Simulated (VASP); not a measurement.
Here is a VASP 6.6.1 calculation.

The input INCAR:

```
PREC = Accurate
ENCUT = 520
EDIFF = 1E-6
ISMEAR = -1
SIGMA = 0.1
LREAL = False
LASPH = True
NELM = 80
ALGO = Normal
ISIF = 2
LWAVE = False
LCHARG = False
GGA = RE
NBANDS = 20
```

File KPOINTS:

```
Automatic mesh
0
Gamma
  12 12 10
```

The input POSCAR:

```
Ga
1.0
    1.4036650962     -4.2805573323      0.0251939320
    1.4036650962      4.2805573323      0.0251939320
   -0.0585440605      0.0000000000      3.2762635616
Ga
2
Direct
    0.8677114022      0.1322885978      0.2500000000
    0.1322885978      0.8677114022      0.7500000000
```

Potentials or basis: VASP PAW PBE potentials, release 64 (Ga_d).

Launch:

```bash
$ cat potpaw_PBE.64/Ga_d/POTCAR > POTCAR
$ mpirun -np 1 vasp_std > vasp.out
```

Predict the band gap on the k mesh.

zero (bands 13 and 14 overlap by 8.52 eV).

Estimate the pressure.

0.2 GPa.

Caveat: the PAW data sets were made with another functional, which shifts forces and pressure a little.
